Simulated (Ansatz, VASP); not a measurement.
# One calculation of CdSe, two programs

INCAR

```
SYSTEM = CdSe
PREC = Accurate
ENCUT = 500
EDIFF = 1E-6
ISMEAR = 0
SIGMA = 0.01
LREAL = .FALSE.
LASPH = .TRUE.
NELM = 120
ALGO = Normal
ISIF = 2
LWAVE = .FALSE.
LCHARG = .TRUE.
GGA = PS
LELF = .TRUE.
LVHAR = .TRUE.
NBANDS = 26
GGA_COMPAT = .FALSE.
```

The input KPOINTS:

```
regular mesh
0
G
  9 9 4
  0 0 0
```

The input POSCAR:

```
CdSe
1.0
    4.2590929138      0.0000000000      0.0000000000
   -2.1295464569      3.6884826604      0.0000000000
    0.0000000000      0.0000000000      6.9511811813
Cd Se
2 2
Direct
    0.3333333333      0.6666666667      0.0001850777
    0.6666666667      0.3333333333      0.5001850777
    0.3333333333      0.6666666667      0.3758149223
    0.6666666667      0.3333333333      0.8758149223
```

Input for Ansatz:

```yaml
crystal:
  lattice:
    - [4.2590929138, 0.0, 0.0]
    - [-2.1295464569, 3.6884826604, 0.0]
    - [0.0, 0.0, 6.9511811813]
  atoms:
    - { symbol: Cd, position: [0.3333333333, 0.6666666667, 0.0001850777] }
    - { symbol: Cd, position: [0.6666666667, 0.3333333333, 0.5001850777] }
    - { symbol: Se, position: [0.3333333333, 0.6666666667, 0.3758149223] }
    - { symbol: Se, position: [0.6666666667, 0.3333333333, 0.8758149223] }
basis:
  ecutwfc: 420
kpoints:
  mp_grid: { grid: [9, 9, 4] }
  band_path:
    path:
      - [0.0, 0.0, 0.0]
      - [0.0, 0.0, 0.0]
      - [0.0, 0.0, 0.0]
      - [0.0, 0.0, 0.0]
      - [0.0, 0.0, 0.0]
      - [0.0, 0.0, 0.0]
      - [0.0, 0.0, 0.0]
      - [0.0, 0.0, 0.0]
      - [0.0, 0.0, 0.0]
      - [0.0, 0.0, 0.0]
      - [0.0, 0.0, 0.0]
      - [0.0, 0.0, 0.0]
      - [0.0, 0.0, 0.0]
      - [0.0, 0.0, 0.0]
      - [0.0, 0.0, 0.0]
      - [0.0, 0.0, 0.0]
      - [0.0, 0.0, 0.0]
      - [0.0, 0.0, 0.0]
      - [0.0, 0.0, 0.0]
      - [0.0, 0.0, 0.0]
      - [0.0, 0.0, 0.0]
      - [0.0, 0.0, 0.0]
      - [0.0, 0.0, 0.0]
      - [0.0, 0.0, 0.0]
      - [0.0, 0.0, 0.0]
      - [0.0, 0.0, 0.0]
      - [0.3, 0.0, 0.0]
      - [0.3166666667, 0.0, 0.0]
      - [0.3333333333, 0.0, 0.0]
      - [0.35, 0.0, 0.0]
      - [0.3666666667, 0.0, 0.0]
      - [0.3833333333, 0.0, 0.0]
      - [0.4, 0.0, 0.0]
      - [0.4166666667, 0.0, 0.0]
      - [0.4333333333, 0.0, 0.0]
      - [0.45, 0.0, 0.0]
      - [0.4666666667, 0.0, 0.0]
      - [0.4833333333, 0.0, 0.0]
      - [0.5, 0.0, 0.0]
      - [0.5, 0.0, 0.0]
      - [0.5, 0.0, 0.0416666667]
      - [0.5, 0.0, 0.0833333333]
      - [0.5, 0.0, 0.125]
      - [0.5, 0.0, 0.1666666667]
      - [0.5, 0.0, 0.2083333333]
      - [0.5, 0.0, 0.25]
      - [0.5, 0.0, 0.2916666667]
      - [0.5, 0.0, 0.3333333333]
      - [0.5, 0.0, 0.375]
      - [0.5, 0.0, 0.4166666667]
      - [0.5, 0.0, 0.4583333333]
      - [0.5, 0.0, 0.5]
      - [0.3333333333, 0.3333333333, 0.0]
      - [0.3333333333, 0.3333333333, 0.0]
      - [0.3333333333, 0.3333333333, 0.0]
      - [0.3333333333, 0.3333333333, 0.0]
      - [0.3333333333, 0.3333333333, 0.0]
      - [0.3333333333, 0.3333333333, 0.0]
      - [0.3333333333, 0.3333333333, 0.0]
      - [0.3333333333, 0.3333333333, 0.0]
      - [0.3333333333, 0.3333333333, 0.0]
      - [0.3333333333, 0.3333333333, 0.0]
      - [0.3333333333, 0.3333333333, 0.0]
      - [0.3333333333, 0.3333333333, 0.0]
      - [0.3333333333, 0.3333333333, 0.0]
      - [0.0, 0.0, 0.5]
      - [0.0, 0.0, 0.5]
      - [0.0, 0.0, 0.5]
      - [0.0, 0.0, 0.5]
      - [0.0, 0.0, 0.5]
      - [0.0, 0.0, 0.5]
      - [0.0, 0.0, 0.5]
      - [0.0, 0.0, 0.5]
      - [0.0, 0.0, 0.5]
      - [0.0, 0.0, 0.5]
      - [0.0, 0.0, 0.5]
      - [0.0, 0.0, 0.5]
      - [0.0, 0.0, 0.5]
    npoints: 1
hamiltonian:
  xc: pbesol
  pseudopotentials: { kind: paw, azcp: { folder: soft_1 } }
scf:
  occupations: { method: fixed }
  n_extra_bands: 6
output:
  eigenvalues: true
```

Alike in both runs: task single point; functional PBEsol; k mesh 9 × 9 × 4; no spin polarisation.

|  | VASP | Ansatz |
| --- | --- | --- |
| version | VASP 6.6.1 | Ansatz 0.2.0 |
| potentials or method | VASP PAW PBE potentials, release 64 (Cd, Se), cutoff 500 eV | scalar-relativistic, plane waves, PAW |
| occupations | gaussian, width 0.01 eV | fixed |
| valence electrons in the cell | 36 | 72 |

```csv
,VASP,Ansatz,Ansatz less VASP
gap on the k mesh at the Fermi level (eV),0.60,0.60,-0.003
least direct gap on the mesh (eV),0.60,0.60,-0.003
```

VASP's potentials were made for PBE, not for PBEsol, and Ansatz warns of the same on its side. VASP's potentials hold 36 valence electrons a cell and Ansatz's 72, so a difference there can come from the potentials and not from the codes.
